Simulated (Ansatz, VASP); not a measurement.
# One calculation of KMgF3, two programs

```xyz
5
Lattice="3.8663 0.0000 0.0000 0.0000 3.8663 0.0000 0.0000 0.0000 3.9859" Properties=species:S:1:pos:R:3 pbc="T T T"
K     1.9332    1.9332    1.9929
Mg    0.0000    0.0000    0.0000
F     1.9332    0.0000    0.0000
F     0.0000    1.9332    0.0000
F     0.0000    0.0000    1.9929
```

Change from the starting cell: strain -0.030 along x and y, +0.000 along z, atoms carried along.

Alike in both runs: task single point; functional PBEsol; k mesh 6 × 6 × 6; occupations gaussian, width 0.05 eV; no spin polarisation.

|  | VASP | Ansatz |
| --- | --- | --- |
| version | VASP 6.6.1 | Ansatz 0.2.0 |
| potentials or method | VASP PAW PBE potentials, release 64 (K_sv, Mg, F), cutoff 520 eV | scalar-relativistic, plane waves, PAW |
| valence electrons in the cell | 32 | 40 |

|  | VASP | Ansatz | Ansatz less VASP |
| --- | --- | --- | --- |
| gap on the k mesh at the Fermi level (eV) | 7.56 | 7.58 | +0.023 |
| least direct gap on the mesh (eV) | 7.91 | 7.93 | +0.021 |
| pressure (GPa) | 5.2 | 5.6 | +0.33 |
| traceless stress, the component that is largest in VASP (GPa) | -2.57 | -2.57 | +0.008 |

VASP's potentials were made for PBE, not for PBEsol. With one functional, cell and mesh, what is left measures potentials, basis and numerics. VASP's potentials hold 32 valence electrons a cell and Ansatz's 40, so a difference there can come from the potentials and not from the codes.
